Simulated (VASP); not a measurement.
The system is Be3SnAu.

```
Be Sn Au
1.0
     3.85653    0.00000    0.00000
     0.00000    3.85653    0.00000
     0.00000    0.00000    3.85653
Be Sn Au
3 1 1
Direct
  0.50000 0.00000 0.00000
  0.00000 0.50000 0.00000
  0.00000 0.00000 0.50000
  0.00000 0.00000 0.00000
  0.50000 0.50000 0.50000
```

| Quantity | Value |
| --- | --- |
| Program | VASP 6.6.1 |
| Task | relaxation of cell and atoms |
| Functional | PBE |
| Potentials or basis | VASP PAW PBE potentials, release 64 (Be, Sn_d, Au) |
| Cutoff | 600 eV |
| k mesh | 4 × 4 × 4 |
| Occupations | gaussian, width 0.1 eV |
| Spin | no spin polarisation |

At the start: pressure 76.0 GPa; volume 11.47 Å³/atom.

**Question.** Where does the relaxation end?

**Answer.** Over 5 steps the energy falls by 1155.8 meV/atom and the volume is 18.99 Å³/atom (+65.6 %); space group Pm-3m (No. 221, to 0.05 Å).

The path:
```
step  energy change (eV)  largest force (eV/Å)  pressure (GPa)  volume (Å³)
   1              0.0000                0.0000           76.00        57.36
   2             -5.2660                0.0000           -6.11       115.42
   3             -5.7691                0.0000            1.42        92.62
   4             -5.7773                0.0000           -0.59        95.99
   5             -5.7792                0.0000           -0.02        94.97
```

Final structure:
```yaml
crystal:
  lattice:
    - [4.56249, 0.00000, 0.00000]
    - [0.00000, 4.56249, 0.00000]
    - [0.00000, 0.00000, 4.56249]
  atoms:
    - { symbol: Be, position: [0.50000, 0.00000, 0.00000] }
    - { symbol: Be, position: [0.00000, 0.50000, 0.00000] }
    - { symbol: Be, position: [0.00000, 0.00000, 0.50000] }
    - { symbol: Sn, position: [0.00000, 0.00000, 0.00000] }
    - { symbol: Au, position: [0.50000, 0.50000, 0.50000] }
```

Caveat: the k points lie up to 0.34 Å⁻¹ apart in the final cell; the volume moved by over 15 % at a fixed basis, so the end points are rough.
